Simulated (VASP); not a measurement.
A run of VASP 6.6.1:

The input POSCAR:

```
TiC
1.0
    0.0000000000      2.1657188437      2.1657188437
    2.1657188437      0.0000000000      2.1657188437
    2.1657188437      2.1657188437      0.0000000000
Ti C
1 1
Direct
    0.0000000000      0.0000000000      0.0000000000
    0.5000000000      0.5000000000      0.5000000000
```

The input INCAR.step1:

```
PREC = Accurate
ENCUT = 520
EDIFF = 1E-5
ISMEAR = -1
SIGMA = 0.05
LREAL = F
LASPH = T
NELM = 80
ALGO = Normal
ISIF = 2
LWAVE = T
LCHARG = F
NBANDS = 15
GGA = PE
```

INCAR.step2

```
PREC = Accurate
ENCUT = 520
EDIFF = 1E-6
ISMEAR = -1
SIGMA = 0.05
LREAL = F
LASPH = T
NELM = 80
ALGO = Normal
ISIF = 2
LWAVE = F
LCHARG = F
GGA = PE
LHFCALC = T
AEXX = 0.1
HFSCREEN = 0.2078699
PRECFOCK = Normal
NBANDS = 15
ISTART = 1
```

The input KPOINTS:

```
regular mesh
0
Gamma
  6 6 6
```

Potentials or basis: VASP PAW PBE potentials, release 64 (Ti_sv, C).

Command:

```bash
$ cat potpaw_PBE.64/Ti_sv/POTCAR potpaw_PBE.64/C/POTCAR > POTCAR
$ cp INCAR.step1 INCAR
$ mpirun -np 1 vasp_std > vasp.out
$ cp INCAR.step2 INCAR
$ mpirun -np 1 vasp_std > vasp.out
```

Hardware: 1 thread of Oxide Virtual Turin-like Processor (shared host).

Q: How long does it take, and how much memory?

A: Run time: 40 min on 1 thread of Oxide Virtual Turin-like Processor, on a shared host, peak memory 0.22 GiB. Counts: k points 16.
